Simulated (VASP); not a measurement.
Be3Zn2Se5, 10 atoms in the cell. It takes space group Imm2 (No. 44, orthorhombic). Conventional cell: a = 3.806 Å, b = 19.180 Å, c = 5.388 Å, α = 90.00°, β = 90.00°, γ = 90.00°. Within 3.0 Å of Be (site symmetry m) lie 4 Se at 2.23 to 2.29 Å. Be (site symmetry mm2) has 4 Se at 2.25 to 2.30 Å within 3.0 Å. Zn (site symmetry m) has 4 Se at 2.43 to 2.46 Å within 3.2 Å. Within 3.0 Å of Se (site symmetry m) lie 1 Be at 2.23 Å and 3 Zn at 2.43 to 2.46 Å. Se (site symmetry m) has 3 Be at 2.25 to 2.29 Å and 1 Zn at 2.46 Å within 3.0 Å. Se (site symmetry mm2) has 4 Be at 2.27 to 2.30 Å within 3.0 Å. 

- Program: VASP 6.6.1
- Task: single point
- Functional: PBE
- Potentials or basis: VASP PAW PBE potentials, release 64 (Be, Zn, Se)
- Cutoff: 520 eV
- k mesh: 4 × 4 × 4
- Occupations: gaussian, width 0.1 eV
- Spin: no spin polarisation
- Dipole correction: no
- Further INCAR settings: ALGO = Normal; EDIFF = 1e-06; NBANDS = 41

Potentials or basis: VASP PAW PBE potentials, release 64 (Be, Zn, Se).

Launch:

```sh
$ cat potpaw_PBE.64/Be/POTCAR potpaw_PBE.64/Zn/POTCAR potpaw_PBE.64/Se/POTCAR > POTCAR
$ mpirun -np 1 vasp_std > vasp.out
```

Hardware: 1 thread of Intel(R) Xeon(R) Platinum 8488C (Sapphire Rapids) (shared host).

Problem. How long does it take, and how much memory?

Solution. Run time: 3.1 min on 1 thread of Intel(R) Xeon(R) Platinum 8488C (Sapphire Rapids), on a shared host, peak memory 0.35 GiB. Counts: scf iterations 15, k points 18.
